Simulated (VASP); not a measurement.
Input of a VASP 6.6.1 run:

File INCAR:

```
PREC = Accurate
ENCUT = 500
EDIFF = 1E-6
ISMEAR = 0
SIGMA = 0.1
LREAL = F
LASPH = T
NELM = 120
ALGO = Normal
ISIF = 2
LWAVE = F
LCHARG = T
GGA = PE
LELF = T
LVHAR = T
NBANDS = 12
GGA_COMPAT = F
```

The input KPOINTS:

```
regular mesh
0
Gamma
  12 12 12
```

File POSCAR:

```
Au
1.0
    2.7482068275      0.0000000000      0.0000000000
    0.0000000000      2.7482068275      0.0000000000
    0.0000000000      0.0000000000      2.7482068275
Au
1
Direct
    0.5000000000      0.5000000000      0.5000000000
```

Potentials or basis: VASP PAW PBE potentials, release 64 (Au).

The run is started by

```console
$ cat potpaw_PBE.64/Au/POTCAR > POTCAR
$ mpirun -np 1 vasp_std > vasp.out
```

Problem. What does it give for the pressure?

Solution. -0.2 GPa.
